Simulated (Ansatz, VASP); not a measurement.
**SnO2: VASP beside Ansatz**

```
CELL_PARAMETERS angstrom
4.61046 0.00000 0.00000
0.00000 4.61046 0.00000
0.00000 0.00000 3.23799
ATOMIC_POSITIONS crystal
Sn 0.00000 0.00000 0.00000
Sn 0.50000 0.50000 0.50000
O 0.30661 0.30661 0.00000
O 0.19339 0.80661 0.50000
O 0.69339 0.69339 0.00000
O 0.80661 0.19339 0.50000
```

Change from the starting cell: strain -0.0450 x Voigt [1, 1, 0, 0, 0, 0], atoms carried along.

Alike in both runs: task single point; functional PBE; k mesh 6 × 6 × 8; occupations gaussian, width 0.05 eV; no spin polarisation.

|  | VASP | Ansatz |
| --- | --- | --- |
| version | VASP 6.6.1 | Ansatz 0.2.0 |
| potentials or method | VASP PAW PBE potentials, release 64 (Sn_d, O), cutoff 520 eV | scalar-relativistic, plane waves, PAW |
| valence electrons in the cell | 52 | 52 |

VASP gave:

| Quantity | Value |
| --- | --- |
| gap on the k mesh at the Fermi level (eV) | 1.59 |
| least direct gap on the mesh (eV) | 1.59 |
| pressure (GPa) | 19.7 |
| traceless stress, the component that is largest in VASP (GPa) | -3.37 |
| rms of the force components (eV/Å) | 0.028 |

Task: Estimate Ansatz's values.

Result: gap on the k mesh at the Fermi level (eV): 1.60; least direct gap on the mesh (eV): 1.60; pressure (GPa): 19.0; traceless stress, the component that is largest in VASP (GPa): -3.57; rms of the force components (eV/Å): 0.023.

Atom by atom the forces differ by 0.004 eV/Å (rms over components).
